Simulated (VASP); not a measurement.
A run of VASP 6.6.1:

Contents of POSCAR:

```
KBr
1.0
    0.0000000000      3.3672088640      3.3672088640
    3.3672088640      0.0000000000      3.3672088640
    3.3672088640      3.3672088640      0.0000000000
K Br
1 1
Direct
    0.0000000000      0.0000000000      0.0000000000
    0.5000000000      0.5000000000      0.5000000000
```

INCAR.step1

```
PREC = Accurate
ENCUT = 520
ISMEAR = 0
SIGMA = 0.01
LREAL = F
LASPH = T
NELM = 100
NBANDS = 15
GGA = PE
ALGO = Normal
EDIFF = 1E-4
LWAVE = T
LCHARG = F
```

INCAR.step2

```
PREC = Accurate
ENCUT = 520
EDIFF = 1E-6
ISMEAR = 0
SIGMA = 0.01
LREAL = F
LASPH = T
NELM = 100
ALGO = Normal
ISIF = 2
LWAVE = F
LCHARG = T
METAGGA = R2SCAN
LMIXTAU = T
LELF = T
LVHAR = T
NBANDS = 15
ISTART = 1
```

Contents of KPOINTS:

```
Automatic mesh
0
Gamma
  6 6 6
```

Potentials or basis: VASP PAW PBE potentials, release 64 (K_sv, Br).

Run with:

```bash
$ cat potpaw_PBE.64/K_sv/POTCAR potpaw_PBE.64/Br/POTCAR > POTCAR
$ cp INCAR.step1 INCAR
$ mpirun -np 1 vasp_std > vasp.out
$ cp INCAR.step2 INCAR
$ mpirun -np 1 vasp_std > vasp.out
```

Hardware: 1 thread of AMD EPYC 7R13 (shared host).

Problem. How long does it take, and how much memory?

Solution. Run time: 4.6 min on 1 thread of AMD EPYC 7R13, with other jobs on the host, peak memory 0.19 GiB. Counts: k points 16.
